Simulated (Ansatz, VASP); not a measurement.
**One calculation of HfN, two programs**

INCAR

```
SYSTEM = HfN
  ALGO = Normal
  EDIFF = 1E-6
  ENCUT = 520
  GGA = PS
  ISIF = 2
  ISMEAR = 0
  LASPH = .TRUE.
  LCHARG = .TRUE.
  LELF = .TRUE.
  LREAL = .FALSE.
  LVHAR = .TRUE.
  LWAVE = .FALSE.
  NBANDS = 14
  NELM = 60
  PREC = Accurate
  SIGMA = 0.15
```

KPOINTS

```
k-points
0
G
  18 18 18
  0 0 0
```

The input POSCAR:

```
HfN
1.0
    0.0000000000      2.3945400000      2.2590000000
    2.3945400000      0.0000000000      2.2590000000
    2.3945400000      2.3945400000      0.0000000000
Hf N
1 1
Direct
    0.0000000000      0.0000000000      0.0000000000
    0.5000000000      0.5000000000      0.5000000000
```

Input for Ansatz:

```yaml
crystal:
  lattice:
    - [0.0, 2.39454, 2.259]
    - [2.39454, 0.0, 2.259]
    - [2.39454, 2.39454, 0.0]
  atoms:
    - { symbol: Hf, position: [0.0, 0.0, 0.0] }
    - { symbol: "N", position: [0.5, 0.5, 0.5] }
basis:
  ecutwfc: 420
kpoints:
  mp_grid: { grid: [18, 18, 18] }
hamiltonian:
  xc: pbesol
scf:
  occupations: { method: gaussian, width: 0.15 }
output:
  forces: true
  stress: true
  eigenvalues: true
```

Change from the starting cell: strain +0.0600 x Voigt [1, 1, 0, 0, 0, 0], atoms carried along.

Alike in both runs: task single point; functional PBEsol; k mesh 18 × 18 × 18; occupations gaussian, width 0.15 eV; no spin polarisation.

|  | VASP | Ansatz |
| --- | --- | --- |
| version | VASP 6.6.1 | Ansatz 0.2.0 |
| potentials or method | VASP PAW PBE potentials, release 64 (Hf_pv, N), cutoff 520 eV | scalar-relativistic, plane waves, PAW |
| valence electrons in the cell | 15 | 31 |

|  | VASP | Ansatz | Ansatz less VASP |
| --- | --- | --- | --- |
| gap on the k mesh at the Fermi level (eV) | none | none | - |
| pressure (GPa) | -27.7 | -25.9 | +1.81 |
| traceless stress, the component that is largest in VASP (GPa) | 11.26 | 11.48 | +0.220 |

VASP's potentials were made for PBE, not for PBEsol. A gap of «none» marks a metal or a gap that the smearing closes. The functional is the same, so the differences come from potentials, cutoffs and numerics. VASP's potentials hold 15 valence electrons a cell and Ansatz's 31, so a difference there can come from the potentials and not from the codes.

Neither program's run includes spin-orbit coupling.
